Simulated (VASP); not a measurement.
Input of a VASP 6.6.1 run:

The input INCAR:

```
PREC = Accurate
ENCUT = 520
EDIFF = 1E-6
ISMEAR = -1
SIGMA = 0.1
LREAL = F
LASPH = T
NELM = 80
ALGO = Normal
ISIF = 2
LWAVE = F
LCHARG = F
NBANDS = 30
```

KPOINTS

```
Automatic mesh
0
Gamma
  6 6 4
```

File POSCAR:

```
BaCd2As2
1.0
    4.5604510000      0.0000000000      0.0000000000
   -2.2802250000      3.9494660000      0.0000000000
    0.0000000000      0.0000000000      7.7562880000
Ba Cd As
1 2 2
Direct
    0.0000000000      0.0000000000      0.0000000000
    0.6666666667      0.3333333333      0.3710040000
    0.3333333333      0.6666666667      0.6289960000
    0.6666666667      0.3333333333      0.7351620000
    0.3333333333      0.6666666667      0.2648380000
```

Potentials or basis: VASP PAW LDA potentials, release 64 (Ba_sv, Cd, As).

Launch:

```console
$ cat potpaw_LDA.64/Ba_sv/POTCAR potpaw_LDA.64/Cd/POTCAR potpaw_LDA.64/As/POTCAR > POTCAR
$ mpirun -np 1 vasp_std > vasp.out
```

**Question.** Predict the pressure.

**Answer.** -3.4 GPa.

**Question.** What does it give for the largest force?

**Answer.** 0.094 eV/Å.

Forces in eV/Å, atoms in the order of the input:
```
Ba   0.000  0.000  0.000
Cd   0.000  0.000  0.001
Cd   0.000  0.000 -0.001
As   0.000  0.000 -0.094
As   0.000  0.000  0.094
```

Caveat: the cell stands under tension.
